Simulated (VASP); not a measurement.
Input of a VASP 6.6.1 run:

File INCAR:

```
PREC     = Accurate       # precision mode
ENCUT    = 520            # plane-wave cutoff, eV
EDIFF    = 1E-7           # SCF threshold, eV
ISMEAR   = 0              # smearing method
SIGMA    = 0.15           # smearing width, eV
LREAL    = False          # projectors in reciprocal space
LASPH    = True           # aspherical terms in the spheres
NELM     = 80             # most SCF steps
ALGO     = Normal         # electronic algorithm
ISIF     = 2              # what is computed and relaxed
LWAVE    = False          # write WAVECAR
LCHARG   = False          # write CHGCAR
GGA      = PS             # functional
NBANDS   = 13             # bands
```

Contents of KPOINTS:

```
Automatic mesh
0
Gamma
  20 20 18
```

The input POSCAR:

```
Ge
1.0
    1.3971490000     -2.5615082600      0.0000000000
    1.3971490000      2.5615082600      0.0000000000
    0.0000000000      0.0000000000      2.6982310000
Ge
1
Direct
    0.5000000000      0.5000000000      0.0000000000
```

Potentials or basis: VASP PAW PBE potentials, release 64 (Ge_d).

Launch:

```sh
$ cat potpaw_PBE.64/Ge_d/POTCAR > POTCAR
$ mpirun -np 1 vasp_std > vasp.out
```

Question: Predict the pressure.

Answer: -3.4 GPa.

Question: Predict the band gap on the k mesh.

Answer: Zero (bands 7 and 8 overlap by 9.63 eV).

Stress tensor (GPa, compression positive):
```
-2.40  0.00  0.00
 0.00 -3.36  0.00
 0.00  0.00 -4.30
```

Caveat: the cell differs from its parent crystal (strain -0.0150 x Voigt [0, 1, 0, 0, 0, 0]); the cell stands under tension; the PAW data sets were made with another functional, which shifts forces and pressure a little.
